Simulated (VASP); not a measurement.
SnSe, 8 atoms in the cell. The typed cell holds 8 atoms: a = 11.420 Å, b = 4.190 Å, c = 4.460 Å, α = 90.00°, β = 90.00°, γ = 90.00°.  This cell differs from its parent crystal: atoms moved at random.

```yaml
Program: VASP 6.6.1
Task: relaxation of the atoms
Functional: PBE
Potentials_or_basis: VASP PAW PBE potentials, release 64 (Sn_d, Se)
Cutoff: 480 eV
k_mesh: 2 × 5 × 5
Occupations: gaussian, width 0.03 eV
Spin: no spin polarisation
Tolerance_level: standard
Purpose: geometry
Further_INCAR_settings: ALGO = Normal; EDIFF = 1e-07; IBRION = 2; EDIFFG = -0.002; NSW = 120
```

Potentials or basis: VASP PAW PBE potentials, release 64 (Sn_d, Se).

Run with:

```bash
$ cat potpaw_PBE.64/Sn_d/POTCAR potpaw_PBE.64/Se/POTCAR > POTCAR
$ mpirun -np 8 vasp_std > vasp.out
```

Hardware: 8 MPI ranks on Intel(R) Xeon(R) 6975P-C (Granite Rapids), with other jobs on the host.

Q: How long does it take, and how much memory?

A: Wall time 6.6 min on 8 MPI ranks on Intel(R) Xeon(R) 6975P-C (Granite Rapids) (shared host), peak memory 0.42 GiB a rank. Counts: scf iterations 208, k points 26, ion steps 30.
